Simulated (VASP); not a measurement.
# FeMo3 (Pm-3m) in VASP: a series of runs, part 2 of 2

VASP 6.6.1. Earlier steps stand in the parts before.

## (4) Relaxation of cell and atoms, PBE, collinear spin, ferromagnetic start

This run uses another cell than the first one, of 13.45 Å³/atom.

INCAR reads:

```
SYSTEM = FeMo3
  ALGO = Fast
  EDIFF = 1E-7
  EDIFFG = -0.04
  ENCUT = 600
  GGA = PE
  IBRION = 2
  ISIF = 3
  ISMEAR = 0
  ISPIN = 2
  LASPH = .True.
  LCHARG = .False.
  LMAXMIX = 4
  LORBIT = 11
  LREAL = .False.
  LWAVE = .False.
  MAGMOM = 1.41 0 0 0
  NELM = 150
  NSW = 90
  PREC = Accurate
  SIGMA = 0.1
```

KPOINTS reads:

```
k-points
0
Gamma
  4 4 4
  0 0 0
```

POSCAR reads:

```
FeMo3
1.0
    3.7755140398      0.0000000000      0.0000000000
    0.0000000000      3.7755140398      0.0000000000
    0.0000000000      0.0000000000      3.7755140398
Fe Mo
1 3
Direct
    0.0000000000      0.0000000000      0.0000000000
    0.0000000000      0.5000000000      0.5000000000
    0.5000000000      0.0000000000      0.5000000000
    0.5000000000      0.5000000000      0.0000000000
```

Potentials or basis: VASP PAW PBE potentials, release 64 (Fe, Mo_sv).

On the command line:

```
$ cat potpaw_PBE.64/Fe/POTCAR potpaw_PBE.64/Mo_sv/POTCAR > POTCAR
$ mpirun -np 1 vasp_std > vasp.out
```

OUTCAR:

```text
SYSTEM = FeMo3
   EDIFF = 1E-7
   EDIFFG = -0.04
   ENCUT = 600
   GGA = PE
   IBRION = 2
   ISIF = 3
   ISMEAR = 0
   ISPIN = 2
   LASPH = .True.
   LORBIT = 11
   LREAL = .False.
   NELM = 150
   NSW = 90
   PREC = Accurate

 ion  position               nearest neighbor table
   1  0.000  0.000  0.000-   2 2.67   3 2.67   4 2.67   2 2.67   3 2.67   2 2.67   4 2.67   2 2.67
                             3 2.67   4 2.67   3 2.67   4 2.67
   2  0.000  0.500  0.500-   1 2.67   3 2.67   4 2.67   1 2.67   4 2.67   1 2.67   3 2.67   1 2.67
                             3 2.67   4 2.67   4 2.67   3 2.67
   3  0.500  0.000  0.500-   1 2.67   2 2.67   4 2.67   1 2.67   4 2.67   2 2.67   4 2.67   4 2.67
                             1 2.67   2 2.67   1 2.67   2 2.67
   4  0.500  0.500  0.000-   1 2.67   2 2.67   3 2.67   2 2.67   3 2.67   1 2.67   3 2.67   3 2.67
                             1 2.67   2 2.67   2 2.67   1 2.67

  LATTYP: Found a simple cubic cell.
 ALAT       =     3.7755140398

[... 997 lines left out ...]
  free energy    TOTEN  =       -39.94669120 eV

  energy without entropy =      -39.92579570  energy(sigma->0) =      -39.93624345

 E-fermi :  10.6064     XC(G=0): -13.2406

 val. band max:       10.5864160075   @ k =   0.5000   0.5000   0.2500
 cond. band min:      10.6578205579   @ k =   0.5000   0.5000   0.2500
 fundamental gap:      0.0714045504
 Fermi energy:        10.6064049910

 spin component 1

 k-point     1 :       0.0000    0.0000    0.0000
  band No.  band energies     occupation
      1     -50.0272      1.00000
      2     -49.7223      1.00000
      3     -49.7223      1.00000
      4     -24.5207      1.00000
      5     -24.5207      1.00000
      6     -24.5207      1.00000
[... 703 lines left out ...]
  FREE ENERGIE OF THE ION-ELECTRON SYSTEM (eV)
  ---------------------------------------------------
  free  energy   TOTEN  =       -39.9466912044 eV

  energy  without entropy=      -39.9257957037  energy(sigma->0) =      -39.93624345

 reached required accuracy - stopping structural energy minimisation

 total charge

# of ion       s       p       d       tot
------------------------------------------
    1        0.484   0.535   6.195   7.214
    2        2.386   6.184   3.937  12.507
    3        2.386   6.184   3.937  12.507
    4        2.386   6.184   3.937  12.507
--------------------------------------------------
tot          7.643  19.087  18.006  44.736

 magnetization (x)

# of ion       s       p       d       tot
------------------------------------------
    1        0.015   0.021   1.674   1.711
    2       -0.007  -0.006  -0.093  -0.106
    3       -0.007  -0.006  -0.093  -0.106
    4       -0.007  -0.006  -0.093  -0.106
--------------------------------------------------
tot         -0.005   0.002   1.396   1.393
```

OSZICAR:

```text
N       E                     dE             d eps       ncg     rms          rms(c)
DAV:   1     0.702041054881E+03    0.70204E+03   -0.31353E+04  1288   0.205E+03
DAV:   2    -0.196396750767E+01   -0.70401E+03   -0.68435E+03  1317   0.584E+02
DAV:   3    -0.416538151519E+02   -0.39690E+02   -0.35598E+02  1579   0.142E+02
[... 89 lines left out ...]
RMM:   9    -0.399466901131E+02   -0.16750E-04   -0.15752E-04  1608   0.603E-02    0.360E-02
RMM:  10    -0.399466893206E+02    0.79254E-06   -0.40109E-05  1428   0.324E-02    0.144E-02
RMM:  11    -0.399466907759E+02   -0.14553E-05   -0.11035E-05  1434   0.147E-02    0.280E-03
RMM:  12    -0.399466912187E+02   -0.44283E-06   -0.37395E-06  1129   0.735E-03    0.131E-03
RMM:  13    -0.399466912044E+02    0.14309E-07   -0.92889E-07   867   0.407E-03
   4 F= -.39946691E+02 E0= -.39936243E+02  d E =-.515719E+00  mag=     1.3802
```

CONTCAR:

```text
FeMo3
   1.00000000000000
     3.8959655062328324    0.0000000000000000    0.0000000000000000
     0.0000000000000000    3.8959655062328324    0.0000000000000000
    -0.0000000000000000    0.0000000000000000    3.8959655062328324
  Fe              Mo
     1     3
Direct
     0.0000000000000000    0.0000000000000000    0.0000000000000000
     0.0000000000000000    0.5000000000000000    0.5000000000000000
     0.5000000000000000    0.0000000000000000    0.5000000000000000
     0.5000000000000000    0.5000000000000000    0.0000000000000000

  0.00000000E+00  0.00000000E+00  0.00000000E+00
  0.00000000E+00  0.00000000E+00  0.00000000E+00
  0.00000000E+00  0.00000000E+00  0.00000000E+00
  0.00000000E+00  0.00000000E+00  0.00000000E+00
```

Wall time 4.8 min (1 thread of Oxide Virtual Turin-like, shared host); peak memory 0.18 GiB.

What came out:

```yaml
Free_energy: -39.9467 eV
Relaxed_volume: 14.78 Å³/atom
Relaxed_cell: a = 3.896 Å, b = 3.896 Å, c = 3.896 Å, α = 90.00°, β = 90.00°, γ = 90.00°
Space_group_after_relaxing_to_0.1_Å: Pm-3m (No. 221)
Energy_gained_by_relaxing: 128.9 meV/atom
Ionic_steps: 4
Pressure_after_relaxing: -0.3 GPa
Net_moment: 1.38 μB per cell
Site_moments: Fe +1.71; Mo -0.11 μB
Valence_electrons_inside_the_program's_atomic_spheres: Fe 7.21; Mo 12.51
```

The path:
```tsv
step	energy change (eV)	largest force (eV/Å)	pressure (GPa)	volume (Å³)
1	0.0000	0.0000	24.42	53.82
2	0.7787	0.0000	-27.76	71.42
3	-0.5092	0.0000	-2.72	59.82
4	-0.5157	0.0000	-0.30	59.14
```

Final structure:
```
Fe Mo
1.0
     3.89597    0.00000    0.00000
     0.00000    3.89597    0.00000
     0.00000    0.00000    3.89597
Fe Mo
1 3
Direct
  0.00000 0.00000 0.00000
  0.00000 0.50000 0.50000
  0.50000 0.00000 0.50000
  0.50000 0.50000 0.00000
```

Caveat: the k points lie up to 0.40 Å⁻¹ apart in the final cell.

## (5) Overview

```csv
task,cell,k mesh,cutoff (eV),gap on the mesh (eV),pressure (GPa),moment (μB)
single point,"a = 3.891 Å, 4 atoms",4 × 4 × 4,520,none,-2.4,0.00
single point,"a = 3.776 Å, 4 atoms",6 × 6 × 6,520,none,23.7,0.42
relaxation of cell and atoms,"relaxed from a = 3.776 Å, 4 atoms",4 × 4 × 4,600,none,-0.3,1.38
```

Alike in all rows: level PBE; potentials or basis VASP PAW PBE potentials, release 64 (Fe, Mo_sv); spin collinear, ferromagnetic start; smearing gaussian 0.1 eV.

Caveats: some runs use coarse meshes; the moments typed at the start vanished in this run (at least some runs); the cell stands under pressure (at least some runs).

Absolute energies hang on the potentials; compare differences alone.

The gap in the log of VASP goes by the Fermi energy; the results here count the filled bands.